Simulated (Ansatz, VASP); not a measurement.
**AlSn4: VASP beside Ansatz**

```
CELL_PARAMETERS angstrom
4.84947 0.00000 0.00000
0.00000 4.84947 0.00000
0.00000 0.00000 4.84947
ATOMIC_POSITIONS crystal
Al 0.50000 0.50000 0.50000
Sn 0.00000 0.50000 0.50000
Sn 0.50000 0.50000 0.00000
Sn 0.50000 0.00000 0.50000
Sn 0.00000 0.00000 0.00000
```

Change from the starting cell: species swapped into the Fe4N type (Pm-3m, No. 221).

Alike in both runs: task single point; functional PBE; k mesh 4 × 4 × 4; occupations gaussian, width 0.1 eV; no spin polarisation.

```csv
,VASP,Ansatz
version,VASP 6.6.1,Ansatz 0.2.0
potentials or method,"VASP PAW PBE potentials, release 64 (Al, Sn_d), cutoff 520 eV","scalar-relativistic, plane waves, PAW"
valence electrons in the cell,59,59
```

Ansatz gave:

- gap on the k mesh at the Fermi level (eV): none
- pressure (GPa): 21.2

**Question.** What did VASP give for the same quantities?

**Answer.** gap on the k mesh at the Fermi level (eV): none; pressure (GPa): 21.1.

A gap of «none» marks a metal or a gap that the smearing closes.
